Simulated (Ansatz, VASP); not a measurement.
## One calculation of MgO, two programs

```xyz
2
Lattice="0.0000 2.1110 2.1110 2.1110 0.0000 2.1110 2.1110 2.1110 0.0000" Properties=species:S:1:pos:R:3 pbc="T T T"
Mg    0.0000    0.0000    0.0000
O     2.1110    2.1110    2.1110
```

Alike in both runs: task single point; functional PBE; k mesh 8 × 8 × 8; occupations fermi-dirac, width 0.1 eV; no spin polarisation.

```csv
,VASP,Ansatz
version,VASP 6.6.1,Ansatz 0.2.0
potentials or method,"VASP PAW PBE potentials, release 64 (Mg_sv, O), cutoff 840 eV","PAW, plane waves, scalar-relativistic"
valence electrons in the cell,16,16
```

Ansatz gave:

```
gap on the k mesh at the Fermi level (eV) : 4.67
pressure (GPa)                            : 3.5
```

Question: What did VASP give for the same quantities?

Answer: gap on the k mesh at the Fermi level (eV): 4.67; pressure (GPa): 3.6.
